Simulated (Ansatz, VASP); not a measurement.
Two plane-wave programs on ZnSe

```xyz
2
Lattice="0.0000 2.8605 2.8605 2.8605 0.0000 2.8605 2.8605 2.8605 0.0000" Properties=species:S:1:pos:R:3 pbc="T T T"
Zn    0.0000    0.0000    0.0000
Se    1.4302    1.4302    1.4302
```

Alike in both runs: task single point; functional r2SCAN; k mesh 6 × 6 × 6; no spin polarisation.

|  | VASP | Ansatz |
| --- | --- | --- |
| version | VASP 6.6.1 | Ansatz 0.2.0 |
| potentials or method | VASP PAW PBE potentials, release 64 (Zn, Se) | plane waves, PAW |
| plane-wave cutoff (eV) | 520 | 500 |
| occupations | gaussian, width 0.01 eV | fixed |
| valence electrons in the cell | 18 | 28 |

Ansatz gave:

| Quantity | Value |
| --- | --- |
| gap on the k mesh at the Fermi level (eV) | 1.74 |
| pressure (GPa) | -1.8 |

**Question.** Which values does VASP return?

**Answer.** gap on the k mesh at the Fermi level (eV): 1.74; pressure (GPa): -1.7.

VASP's potentials were made for PBE, not for r2SCAN. VASP's potentials hold 18 valence electrons a cell and Ansatz's 28, so a difference there can come from the potentials and not from the codes.
